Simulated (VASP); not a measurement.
# CoH (Pm-3m) in VASP: a series of runs

The runs below take CoH through relaxation of cell and atoms, with LDA.

Everything below comes from runs of VASP 6.6.1. Logs are shortened: lines on timing, memory, paths and dates and some standing lists are left out, and cuts for length are marked.

### 1 The cell of the first run

Symmetry: Pm-3m, No. 221, cubic system. Conventional cell: a = 2.270 Å, b = 2.270 Å, c = 2.270 Å, α = 90.00°, β = 90.00°, γ = 90.00°. Within 2.6 Å of Co (site symmetry m-3m) lie 8 H at 1.97 Å and 6 Co at 2.27 Å. H (site symmetry m-3m) has 8 Co at 1.97 Å and 6 H at 2.27 Å within 2.6 Å.

### 2 Relaxation of cell and atoms, LDA, collinear spin, ferromagnetic start

INCAR

```
ALGO = Normal
EDIFF = 1E-7
EDIFFG = -0.02
ENCUT = 600
IBRION = 2
ISIF = 3
ISMEAR = -1
ISPIN = 2
LASPH = T
LCHARG = F
LMAXMIX = 4
LORBIT = 11
LREAL = F
LWAVE = F
MAGMOM = 2.5 0
NELM = 150
NSW = 60
PREC = Accurate
SIGMA = 0.1
```

KPOINTS

```
k-points
0
Gamma
  10 10 10
```

POSCAR

```
CoH
1.0
    2.2700000000      0.0000000000      0.0000000000
    0.0000000000      2.2700000000      0.0000000000
    0.0000000000      0.0000000000      2.2700000000
Co H
1 1
Direct
    0.0000000000      0.0000000000      0.0000000000
    0.5000000000      0.5000000000      0.5000000000
```

Potentials or basis: VASP PAW LDA potentials, release 64 (Co, H).

On the command line:

```console
cat potpaw_LDA.64/Co/POTCAR potpaw_LDA.64/H/POTCAR > POTCAR
mpirun -np 1 vasp_std > vasp.out
```

OUTCAR:

```text
EDIFF = 1E-7
   EDIFFG = -0.02
   ENCUT = 600
   IBRION = 2
   ISIF = 3
   ISMEAR = -1
   ISPIN = 2
   LASPH = T
   LORBIT = 11
   LREAL = F
   NELM = 150
   NSW = 60
   PREC = Accurate

 ion  position               nearest neighbor table
   1  0.000  0.000  0.000-   2 1.97   2 1.97   2 1.97   2 1.97   2 1.97   2 1.97   2 1.97   2 1.97

   2  0.500  0.500  0.500-   1 1.97   1 1.97   1 1.97   1 1.97   1 1.97   1 1.97   1 1.97   1 1.97

  LATTYP: Found a simple cubic cell.
 ALAT       =     2.2700000000

  Lattice vectors:

 A1 = (   2.2700000000,   0.0000000000,   0.0000000000)
 A2 = (   0.0000000000,   2.2700000000,   0.0000000000)
 A3 = (   0.0000000000,   0.0000000000,   2.2700000000)

Analysis of symmetry for initial positions (statically):
=====================================================================
 Subroutine PRICEL returns:
 Original cell was already a primitive cell.

 Routine SETGRP: Setting up the symmetry group for a
 simple cubic supercell.

 Subroutine GETGRP returns: Found 48 space group operations
 (whereof 48 operations were pure point group operations)
 out of a pool of 48 trial point group operations.

The static configuration has the point symmetry O_h .

Analysis of symmetry for dynamics (positions and initial velocities):
=====================================================================
 Subroutine PRICEL returns:
 Original cell was already a primitive cell.

 Routine SETGRP: Setting up the symmetry group for a
 simple cubic supercell.

 Subroutine GETGRP returns: Found 48 space group operations
 (whereof 48 operations were pure point group operations)
 out of a pool of 48 trial point group operations.

The dynamic configuration has the point symmetry O_h .

Analysis of structural, dynamic, and magnetic symmetry:
=====================================================================
 Subroutine PRICEL returns:
 Original cell was already a primitive cell.

 Routine SETGRP: Setting up the symmetry group for a
 simple cubic supercell.

 Subroutine GETGRP returns: Found 48 space group operations
 (whereof 48 operations were pure point group operations)
 out of a pool of 48 trial point group operations.

The overall configuration has the point symmetry O_h .

 Subroutine INISYM returns: Found 48 space group operations
 (whereof 48 operations are pure point group operations),
 and found     1 'primitive' translations

----------------------------------------------------------------------------------------

                                     Primitive cell

  volume of cell :      11.6971

[... 95 lines left out ...]
   ISYM   =      2    0-nonsym 1-usesym 2-fastsym
   POTIM  = 0.5000    time-step for ionic-motion
   TEBEG  =    0.0;   TEEND  =   0.0 temperature during run
   PSTRESS=    0.0 pullay stress
   NELECT =      10.0000    total number of electrons
   NUPDOWN=      -1.0000    fix difference up-down
   EMIN   =  10.00;   EMAX   =-10.00  energy-range for DOS
   EFERMI =   0.00;   METHOD = LEGACY
   ISMEAR =    -1;   SIGMA  =   0.10  broadening in eV -4-tet -1-fermi 0-gaus
   EFERMI_NEDOS =   21; number of points for ismear=-14 and -15
   IALGO  =     38    algorithm
   IMIX   =      4    mixing-type and parameters
     AMIX     =   0.40;   BMIX     =  1.00
     AMIX_MAG =   1.60;   BMIX_MAG =  1.00
  volume/ion in A,a.u.               =       5.85        39.47
  Fermi-wavevector in a.u.,A,eV,Ry     =   1.553754  2.936170 32.846532  2.414152
  Thomas-Fermi vector in A             =   2.657939
   LORBIT       =     11    0 simple, 1 ext, 2 COOP (PROOUT), +10 PAW based schemes
   GGA     = CA    functional components
   LHFCALC =     F    Hartree Fock is set to
   AEXX    =    0.0000 exact exchange contribution
   IVDW    =     0    specifies the selected vdW correction
   LEPSILON=     F    determine dielectric tensor
   LRPA    =     F    only Hartree local field effects (RPA)
 conjugate gradient relaxation of ions
 spin polarized calculation
  energy-cutoff  :      600.00
  volume of cell :       11.70
 maximum number of plane-waves:       405
   NGX =  9   NGY =  9   NGZ =  9

--------------------------------------- Ionic step        1  -------------------------------------------

 number of electron      10.0000000 magnetization       2.5000000

 number of electron       9.9999997 magnetization       0.7918812

 Free energy of the ion-electron system (eV)
  ---------------------------------------------------
  ext. energy  EPLUGINS =         0.00000000
  ---------------------------------------------------
  free energy    TOTEN  =       -10.74594828 eV

  energy without entropy =      -10.67825862  energy(sigma->0) =      -10.71210345

 E-fermi :  11.1660     XC(G=0): -14.0735

 val. band max:       11.1428347613   @ k =   0.3000   0.3000   0.1000
 cond. band min:      11.1707246379   @ k =   0.4000   0.2000   0.2000
 fundamental gap:      0.0278898766
 Fermi energy:        11.1659572513

 spin component 1

 k-point     1 :       0.0000    0.0000    0.0000
  band No.  band energies     occupation
      1      -1.9335      1.00000
      2       6.7368      1.00000
      3       6.7368      1.00000
      4      10.9964      0.84498
      5      10.9964      0.84498
      6      10.9964      0.84498
      7      26.1181      0.00000
      8      28.2993      0.00000
      9      28.2993      0.00000
     10      28.2993      0.00000
[... 686 lines left out ...]
--------------------------------------- Ionic step        3  -------------------------------------------

 number of electron      10.0000004 magnetization       1.0111134

 Free energy of the ion-electron system (eV)
  ---------------------------------------------------
  ext. energy  EPLUGINS =         0.00000000
  ---------------------------------------------------
  free energy    TOTEN  =       -10.81441295 eV

  energy without entropy =      -10.74418873  energy(sigma->0) =      -10.77930084

 E-fermi :   9.9177     XC(G=0): -13.5934

 val. band max:        9.9171937171   @ k =   0.4000   0.4000   0.4000
 cond. band min:       9.9253609615   @ k =   0.2000   0.1000   0.1000
 fundamental gap:      0.0081672444
 Fermi energy:         9.9176644558

 spin component 1

 k-point     1 :       0.0000    0.0000    0.0000
  band No.  band energies     occupation
      1      -2.4390      1.00000
      2       5.8089      1.00000
      3       5.8089      1.00000
      4       9.5231      0.98103
      5       9.5231      0.98103
      6       9.5231      0.98103
      7      23.5898      0.00000
      8      26.1559      0.00000
      9      26.1559      0.00000
     10      26.1559      0.00000
[... 644 lines left out ...]
  FREE ENERGIE OF THE ION-ELECTRON SYSTEM (eV)
  ---------------------------------------------------
  free  energy   TOTEN  =       -10.8144129540 eV

  energy  without entropy=      -10.7441887252  energy(sigma->0) =      -10.77930084

 reached required accuracy - stopping structural energy minimisation

 total charge

# of ion       s       p       d       tot
------------------------------------------
    1        0.467   0.504   7.510   8.481
    2        0.427   0.033   0.000   0.460
--------------------------------------------------
tot          0.894   0.536   7.510   8.940

 magnetization (x)

# of ion       s       p       d       tot
------------------------------------------
    1        0.001   0.014   0.993   1.008
    2       -0.005  -0.001   0.000  -0.006
--------------------------------------------------
tot         -0.004   0.013   0.993   1.001
```

CONTCAR:

```text
CoH
   1.00000000000000
     2.3357011218736909    0.0000000000000000   -0.0000000000000000
    -0.0000000000000000    2.3357011218736909    0.0000000000000000
     0.0000000000000000    0.0000000000000000    2.3357011218736909
  Co              H
     1     1
Direct
     0.0000000000000000    0.0000000000000000    0.0000000000000000
     0.5000000000000000    0.5000000000000000    0.5000000000000000

  0.00000000E+00  0.00000000E+00  0.00000000E+00
  0.00000000E+00  0.00000000E+00  0.00000000E+00
```

Wall time 21 s (1 thread of Intel Xeon Platinum 8488C (Sapphire Rapids), shared host); peak memory 0.13 GiB.

Results:

* Free energy: -10.8144 eV
* Relaxed volume: 6.37 Å³/atom
* Relaxed cell: a = 2.336 Å, b = 2.336 Å, c = 2.336 Å, α = 90.00°, β = 90.00°, γ = 90.00°
* Space group after relaxing (to 0.1 Å): Pm-3m (No. 221)
* Energy gained by relaxing: 34.2 meV/atom
* Ionic steps: 3
* Pressure after relaxing: 0.0 GPa
* Net moment: 1.01 μB per cell
* Site moments: Co +1.01; H -0.01 μB
* Valence electrons inside the program's atomic spheres: Co 8.48; H 0.46

The path:
```tsv
step	energy change (eV)	largest force (eV/Å)	pressure (GPa)	volume (Å³)
1	0.0000	0.0000	22.60	11.70
2	-0.0602	0.0000	-6.33	13.15
3	-0.0685	0.0000	0.04	12.74
```

Final structure:
```
CELL_PARAMETERS angstrom
2.33570 0.00000 0.00000
0.00000 2.33570 0.00000
0.00000 0.00000 2.33570
ATOMIC_POSITIONS crystal
Co 0.00000 0.00000 0.00000
H 0.50000 0.50000 0.50000
```

Levels at points of the mesh, in eV from the Fermi level:
Spin up:
```csv
k point,band 4,band 5,band 6,band 7,band 8,band 9
"(0.00, 0.00, 0.00)",-0.39,-0.39,-0.39,13.67,16.24,16.24
"(0.50, 0.00, 0.00)",-1.73,-1.73,-0.28,3.14,16.11,21.39
"(0.50, 0.50, 0.00)",-1.41,0.61,2.90,2.90,3.43,10.76
"(0.50, 0.50, 0.50)",-0.14,0.68,0.68,10.51,10.51,10.51
```
Spin down:
```tsv
k point	band 1	band 2	band 3	band 4	band 5	band 6	band 7	band 8
(0.00, 0.00, 0.00)	-12.25	-3.43	-3.43	0.70	0.70	0.70	13.78	16.43
(0.50, 0.00, 0.00)	-7.28	-4.75	-2.84	-0.73	-0.73	0.82	3.82	16.23
(0.50, 0.50, 0.00)	-7.13	-2.57	-0.38	-0.38	1.49	3.07	3.07	4.07
(0.50, 0.50, 0.50)	-3.47	-3.47	-3.47	-0.17	1.56	1.56	10.76	10.76
```

[end of part 1 of 2]
